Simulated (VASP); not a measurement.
# C (P4/mmm) in VASP: further runs

The runs below take C through single point, with PBE.

Everything below comes from runs of VASP 6.6.1. Logs are shortened: lines on timing, memory, paths and dates and some standing lists are left out, and cuts for length are marked.

### 1 The cell of the first run

It takes space group P4/mmm (No. 123, tetragonal). The conventional cell has a = 3.428 Å, b = 3.428 Å, c = 3.692 Å, α = 90.00°, β = 90.00°, γ = 90.00°. Within 1.8 Å of C (site symmetry m2m) lie 3 C at 1.37 to 1.46 Å.

### 2 Single point, PBE

INCAR

```
PREC = Accurate
ENCUT = 520
EDIFF = 1E-7
ISMEAR = 0
SIGMA = 0.1
LREAL = False
LASPH = True
NELM = 100
ALGO = Normal
ISIF = 2
LWAVE = False
LCHARG = False
GGA = PE
NBANDS = 16
```

KPOINTS

```
Automatic mesh
0
Gamma
  6 6 6
```

POSCAR

```
C
1.0
    3.4284251973      0.0000000000      0.0000000000
    0.0000000000      3.4284251973      0.0000000000
    0.0000000000      0.0000000000      3.6923647672
C
4
Direct
    0.0000000000      0.3004501234      0.0000000000
    0.6995498766      0.0000000000      0.0000000000
    0.3004501234      0.0000000000      0.0000000000
    0.0000000000      0.6995498766      0.0000000000
```

Potentials or basis: VASP PAW PBE potentials, release 64 (C).

Started as:

```sh
cat potpaw_PBE.64/C/POTCAR > POTCAR
mpirun -np 1 vasp_std > vasp.out
```

OUTCAR:

```text
PREC = Accurate
   ENCUT = 520
   EDIFF = 1E-7
   ISMEAR = 0
   LREAL = False
   LASPH = True
   NELM = 100
   ISIF = 2
   GGA = PE

 ion  position               nearest neighbor table
   1  0.000  0.300  0.000-   4 1.37   3 1.46   2 1.46   4 2.06
   2  0.700  0.000  0.000-   3 1.37   1 1.46   4 1.46   3 2.06
   3  0.300  0.000  0.000-   2 1.37   1 1.46   4 1.46   2 2.06
   4  0.000  0.700  0.000-   1 1.37   2 1.46   3 1.46   1 2.06

  LATTYP: Found a simple tetragonal cell.
 ALAT       =     3.4284251973
 C/A-ratio  =     1.0769856581

  Lattice vectors:

 A1 = (   3.4284251973,   0.0000000000,   0.0000000000)
 A2 = (   0.0000000000,   3.4284251973,   0.0000000000)
 A3 = (   0.0000000000,   0.0000000000,   3.6923647672)

Analysis of symmetry for initial positions (statically):
=====================================================================
 Subroutine PRICEL returns:
 Original cell was already a primitive cell.

 Routine SETGRP: Setting up the symmetry group for a
 simple tetragonal supercell.

 Subroutine GETGRP returns: Found 16 space group operations
 (whereof 16 operations were pure point group operations)
 out of a pool of 16 trial point group operations.

The static configuration has the point symmetry D_4h.

Analysis of symmetry for dynamics (positions and initial velocities):
=====================================================================
 Subroutine PRICEL returns:
 Original cell was already a primitive cell.

 Routine SETGRP: Setting up the symmetry group for a
 simple tetragonal supercell.

 Subroutine GETGRP returns: Found 16 space group operations
 (whereof 16 operations were pure point group operations)
 out of a pool of 16 trial point group operations.

The dynamic configuration has the point symmetry D_4h.

 Subroutine INISYM returns: Found 16 space group operations
 (whereof 16 operations are pure point group operations),
 and found     1 'primitive' translations

----------------------------------------------------------------------------------------

                                     Primitive cell

  volume of cell :      43.4004

  direct lattice vectors                    reciprocal lattice vectors
     3.428425197  0.000000000  0.000000000     0.291679107  0.000000000  0.000000000
     0.000000000  3.428425197  0.000000000     0.000000000  0.291679107  0.000000000
     0.000000000  0.000000000  3.692364767     0.000000000  0.000000000  0.270829147

  length of vectors
     3.428425197  3.428425197  3.692364767     0.291679107  0.291679107  0.270829147

  position of ions in fractional coordinates (direct lattice)
     0.000000000  0.300450123  0.000000000
     0.699549877  0.000000000  0.000000000
     0.300450123  0.000000000  0.000000000
     0.000000000  0.699549877  0.000000000

  ion indices of the primitive-cell ions
   primitive index   ion index
                 1           1
                 2           2
                 3           3
                 4           4

----------------------------------------------------------------------------------------

 KPOINTS: Automatic mesh

Automatic generation of k-mesh.
 Grid dimensions read from file:
 generate k-points for:    6    6    6

 Generating k-lattice:

  Cartesian coordinates                     Fractional coordinates (reciprocal lattice)
     0.048613185  0.000000000  0.000000000     0.166666667  0.000000000  0.000000000
     0.000000000  0.048613185  0.000000000     0.000000000  0.166666667  0.000000000
     0.000000000  0.000000000  0.045138191     0.000000000  0.000000000  0.166666667

  Length of vectors
     0.048613185  0.048613185  0.045138191

  Shift w.r.t. Gamma in fractional coordinates (k-lattice)
     0.000000000  0.000000000  0.000000000

 Subroutine IBZKPT returns following result:
 ===========================================

 Found     40 irreducible k-points:

 Following reciprocal coordinates:
            Coordinates               Weight
  0.000000  0.000000  0.000000      1.000000
  0.166667  0.000000  0.000000      4.000000
  0.333333  0.000000  0.000000      4.000000
  0.500000  0.000000  0.000000      2.000000
  0.166667  0.166667  0.000000      4.000000
  0.333333  0.166667  0.000000      8.000000
[... 16 lines left out ...]
  0.333333  0.000000  0.333333      8.000000
  0.500000  0.000000  0.333333      4.000000
 [... further k-points ...]
   k-points           NKPTS =     40   k-points in BZ     NKDIM =     40   number of bands    NBANDS=     16
   number of dos      NEDOS =    301   number of ions     NIONS =      4
   total plane-waves  NPLWV =  21952
   dimension x,y,z NGX =    28 NGY =   28 NGZ =   28
   dimension x,y,z NGXF=    56 NGYF=   56 NGZF=   56
   ions per type =               4
   NGX,Y,Z   is equivalent  to a cutoff of  13.58, 13.58, 12.61 a.u.
   NGXF,Y,Z  is equivalent  to a cutoff of  27.15, 27.15, 25.21 a.u.
 SYSTEM =  unknown system
   PREC   = accura    normal or accurate (medium, high low for compatibility)
   ISTART =      0    job   : 0-new  1-cont  2-samecut
   ICHARG =      2    charge: 1-file 2-atom 10-const
   ISPIN  =      1    spin polarized calculation?
   LNONCOLLINEAR =      F non collinear calculations
   LSORBIT =      F    spin-orbit coupling
   LASPH  =      T    aspherical Exc in radial PAW
   ENCUT  =  520.0 eV  38.22 Ry    6.18 a.u.   6.37  6.37  6.87*2*pi/ulx,y,z
   NELM   =    100;   NELMIN=  2; NELMDL= -5     # of ELM steps
   EDIFF  = 0.1E-06   stopping-criterion for ELM
   LREAL  =      F    real-space projection
   EDIFFG = 0.1E-05   stopping-criterion for IOM
   NSW    =      0    number of steps for IOM
   IBRION =     -1    ionic relax: 0-MD 1-quasi-New 2-CG
   NFREE  =      0    steps in history (QN), initial steepest desc. (CG)
   ISIF   =      2    stress and relaxation
   ISYM   =      2    0-nonsym 1-usesym 2-fastsym
   POTIM  = 0.5000    time-step for ionic-motion
   TEBEG  =    0.0;   TEEND  =   0.0 temperature during run
   PSTRESS=    0.0 pullay stress
   NELECT =      16.0000    total number of electrons
   NUPDOWN=      -1.0000    fix difference up-down
   EMIN   =  10.00;   EMAX   =-10.00  energy-range for DOS
   EFERMI =   0.00;   METHOD = LEGACY
   ISMEAR =     0;   SIGMA  =   0.10  broadening in eV -4-tet -1-fermi 0-gaus
   EFERMI_NEDOS =   21; number of points for ismear=-14 and -15
   IALGO  =     38    algorithm
   IMIX   =      4    mixing-type and parameters
     AMIX     =   0.40;   BMIX     =  1.00
     AMIX_MAG =   1.60;   BMIX_MAG =  1.00
  volume/ion in A,a.u.               =      10.85        73.22
  Fermi-wavevector in a.u.,A,eV,Ry     =   1.173861  2.218276 18.748157  1.377951
  Thomas-Fermi vector in A             =   2.310268
   LORBIT       =      0    0 simple, 1 ext, 2 COOP (PROOUT), +10 PAW based schemes
   GGA     = PE    functional components
   LHFCALC =     F    Hartree Fock is set to
   AEXX    =    0.0000 exact exchange contribution
   IVDW    =     0    specifies the selected vdW correction
   LEPSILON=     F    determine dielectric tensor
   LRPA    =     F    only Hartree local field effects (RPA)
 non-spin polarized calculation
 Gauss-broadening in eV      SIGMA  =   0.10
  energy-cutoff  :      520.00
  volume of cell :       43.40
 maximum number of plane-waves:      1188
 NGX is ok and might be reduce to    28
   NGX = 13   NGY = 13   NGZ = 13

 number of electron      16.0000001 magnetization

 Free energy of the ion-electron system (eV)
  ---------------------------------------------------
  ext. energy  EPLUGINS =         0.00000000
  ---------------------------------------------------
  free energy    TOTEN  =       -34.81072090 eV

  energy without entropy =      -34.80789362  energy(sigma->0) =      -34.80930726

 E-fermi :   2.6226     XC(G=0):  -9.0768

 val. band max:        2.6152609470   @ k =   0.5000   0.3333   0.0000
 cond. band min:       2.6327191344   @ k =   0.1667   0.0000   0.5000
 fundamental gap:      0.0174581873
 Fermi energy:         2.6225736500

 k-point     1 :       0.0000    0.0000    0.0000
  band No.  band energies     occupation
      1     -16.5527      2.00000
      2      -8.5305      2.00000
      3      -8.0413      2.00000
      4      -6.5711      2.00000
      5      -6.5711      2.00000
      6      -3.8208      2.00000
[... 8 lines left out ...]
     15      17.0110      0.00000
     16      17.5233      0.00000

 k-point     2 :       0.1667    0.0000    0.0000
  band No.  band energies     occupation
      1     -16.3668      2.00000
      2      -9.8435      2.00000
      3      -8.2141      2.00000
      4      -6.3301      2.00000
      5      -4.9424      2.00000
      6      -3.5602      2.00000
[... 8 lines left out ...]
     15      15.8673      0.00000
     16      16.7616      0.00000

 k-point     3 :       0.3333    0.0000    0.0000
  band No.  band energies     occupation
      1     -15.8942      2.00000
      2     -11.5211      2.00000
      3      -8.1674      2.00000
      4      -5.6606      2.00000
      5      -3.0795      2.00000
      6      -2.8596      2.00000
[... 8 lines left out ...]
     15      14.4589      0.00000
     16      17.5791      0.00000

 k-point     4 :       0.5000    0.0000    0.0000
  band No.  band energies     occupation
      1     -15.5621      2.00000
      2     -12.2768      2.00000
      3      -8.1386      2.00000
      4      -5.0532      2.00000
      5      -3.2455      2.00000
      6      -2.3088      2.00000
[... 8 lines left out ...]
     15      15.7554      0.00000
     16      17.0451      0.00000
[... 324 lines left out ...]
 k-point    22 :       0.1667    0.0000    0.3333
  band No.  band energies     occupation
      1     -16.2770      2.00000
      2      -9.7794      2.00000
      3      -8.1736      2.00000
      4      -6.2751      2.00000
      5      -4.9051      2.00000
      6      -4.4136      2.00000
[... 8 lines left out ...]
     15      15.8022      0.00000
     16      17.7067      0.00000

 k-point    23 :       0.3333    0.0000    0.3333
  band No.  band energies     occupation
      1     -15.8122      2.00000
      2     -11.4405      2.00000
      3      -8.1288      2.00000
      4      -5.6070      2.00000
      5      -3.6728      2.00000
      6      -3.0534      2.00000
[... 8 lines left out ...]
     15      14.7116      0.00000
     16      17.4241      0.00000

 k-point    24 :       0.5000    0.0000    0.3333
  band No.  band energies     occupation
      1     -15.4870      2.00000
      2     -12.1862      2.00000
      3      -8.1013      2.00000
      4      -4.9999      2.00000
      5      -3.2078      2.00000
      6      -3.0532      2.00000
[... 8 lines left out ...]
     15      15.8297      0.00000
     16      17.5576      0.00000

 [... further k-points ...]

------------------------ aborting loop because EDIFF is reached ----------------------------------------

  FORCE on cell =-STRESS in cart. coord.  units (eV):
  Direction    XX          YY          ZZ          XY          YZ          ZX
  --------------------------------------------------------------------------------------
  -------------------------------------------------------------------------------------
  Total        1.4147384      1.4147384      0.0025769      0.0000000     -0.0000000      0.0000000
  in kB       52.2267207     52.2267207      0.0951300      0.0000000     -0.0000000      0.0000000
  external PRESSURE =      34.8495238 kB  Pullay stress =       0.0000000 kB

 VOLUME and BASIS-vectors are now :
 -----------------------------------------------------------------------------
  energy-cutoff  :      520.00
  volume of cell :       43.40
      direct lattice vectors                 reciprocal lattice vectors
     3.428425197  0.000000000  0.000000000     0.291679107  0.000000000  0.000000000
     0.000000000  3.428425197  0.000000000     0.000000000  0.291679107  0.000000000
     0.000000000  0.000000000  3.692364767     0.000000000  0.000000000  0.270829147

 POSITION                                       TOTAL-FORCE (eV/Angst)
 -----------------------------------------------------------------------------------
      0.00000      1.03007      0.00000        -0.000000     -0.158394     -0.000000
      2.39835      0.00000      0.00000         0.158394      0.000000      0.000000
      1.03007      0.00000      0.00000        -0.158394      0.000000     -0.000000
      0.00000      2.39835      0.00000        -0.000000      0.158394      0.000000
 -----------------------------------------------------------------------------------
    total drift:                                0.000000      0.000000     -0.000000

  FREE ENERGIE OF THE ION-ELECTRON SYSTEM (eV)
  ---------------------------------------------------
  free  energy   TOTEN  =       -34.8107208993 eV

  energy  without entropy=      -34.8078936238  energy(sigma->0) =      -34.80930726
```

Run time: 33 s. Hardware: 1 thread of Intel Xeon 8259CL, shared host; peak memory 0.16 GiB.

Results:

```yaml
Free_energy: -34.8107 eV
Pressure: 3.5 GPa
Largest_force: 0.158 eV/Å
Band_gap_on_the_k_mesh: zero (bands 8 and 9 overlap by 4.94 eV)
```

Forces on the atoms (eV/Å):
```
C    0.000 -0.158  0.000
C    0.158  0.000  0.000
C   -0.158  0.000  0.000
C    0.000  0.158  0.000
```

Levels at points of the mesh, in eV from the Fermi level:
| k point | band 5 | band 6 | band 7 | band 8 | band 9 | band 10 | band 11 | band 12 |
| --- | --- | --- | --- | --- | --- | --- | --- | --- |
| (0.00, 0.00, 0.00) | -9.19 | -6.44 | -2.64 | 2.18 | 4.18 | 4.32 | 4.32 | 6.94 |
| (0.50, 0.00, 0.00) | -5.87 | -4.93 | -4.91 | -2.13 | 4.57 | 5.57 | 6.59 | 6.64 |
| (0.50, 0.50, 0.00) | -3.37 | -3.37 | -2.37 | -1.86 | -1.86 | 7.78 | 8.08 | 9.70 |
| (0.00, 0.00, 0.50) | -9.12 | -7.56 | -2.61 | 1.50 | 3.61 | 3.61 | 7.06 | 7.06 |
| (0.50, 0.00, 0.50) | -5.90 | -5.82 | -4.90 | -3.21 | 3.98 | 5.93 | 5.93 | 9.82 |
| (0.50, 0.50, 0.50) | -3.35 | -3.35 | -3.29 | -2.76 | -2.76 | 7.38 | 8.12 | 9.50 |

Caveat: the stress differs along the axes, from 0 to 5 GPa; this functional lacks dispersion, which binds layers or chains, so the pressure and a relaxed spacing across them are unreliable.

### 3 Single point, PBE

This run uses another cell than the first one, of 10.97 Å³/atom.

INCAR

```
SYSTEM = C
PREC = Accurate
ENCUT = 520
EDIFF = 1E-6
ISMEAR = 0
SIGMA = 0.1
LREAL = .False.
LASPH = .True.
NELM = 80
ALGO = Normal
ISIF = 2
LWAVE = .False.
LCHARG = .False.
GGA = PE
NBANDS = 16
```

KPOINTS

```
Automatic mesh
0
Gamma
  6 6 6
  0 0 0
```

POSCAR

```
C
1.0
    3.4453514697      0.0000000000      0.0000000000
    0.0000000000      3.4453514697      0.0000000000
    0.0000000000      0.0000000000      3.6965945146
C
4
Direct
    0.0000000000      0.2999835549      0.0000000000
    0.7000164451      0.0000000000      0.0000000000
    0.2999835549      0.0000000000      0.0000000000
    0.0000000000      0.7000164451      0.0000000000
```

Potentials or basis: VASP PAW PBE potentials, release 64 (C).

Started as:

```sh
cat potpaw_PBE.64/C/POTCAR > POTCAR
mpirun -np 1 vasp_std > vasp.out
```

Run time: 39 s. Hardware: 1 thread of Intel Xeon 8259CL, shared host; peak memory 0.15 GiB.

The run converged. Its results:

```yaml
Free_energy: -34.8191 eV
Pressure: 0.3 GPa
Largest_force: 0.041 eV/Å
Band_gap_on_the_k_mesh: zero (bands 8 and 9 overlap by 4.91 eV)
```

Forces in eV/Å, atoms in the order of the input:
```
C    0.000  0.041  0.000
C   -0.041  0.000  0.000
C    0.041  0.000  0.000
C    0.000 -0.041  0.000
```

Stress tensor (GPa, compression positive):
```
0.48 0.00 0.00
0.00 0.48 0.00
0.00 0.00 0.04
```

Levels at points of the mesh, in eV from the Fermi level:
| k point | band 6 | band 7 | band 8 | band 9 | band 10 | band 11 |
| --- | --- | --- | --- | --- | --- | --- |
| (0.00, 0.00, 0.00) | -6.37 | -2.68 | 2.18 | 4.21 | 4.25 | 4.25 |
| (0.50, 0.00, 0.00) | -4.90 | -4.86 | -2.08 | 4.48 | 5.50 | 6.51 |
| (0.50, 0.50, 0.00) | -3.38 | -2.37 | -1.83 | -1.83 | 7.68 | 8.02 |
| (0.00, 0.00, 0.50) | -7.49 | -2.65 | 1.50 | 3.54 | 3.54 | 6.96 |
| (0.50, 0.00, 0.50) | -5.79 | -4.87 | -3.17 | 3.90 | 5.86 | 5.87 |
| (0.50, 0.50, 0.50) | -3.36 | -3.29 | -2.73 | -2.73 | 7.37 | 8.06 |

Caveat: this functional lacks dispersion, which binds layers or chains, so the pressure and a relaxed spacing across them are unreliable.

The gap in the log of VASP goes by the Fermi energy; the results here count the filled bands.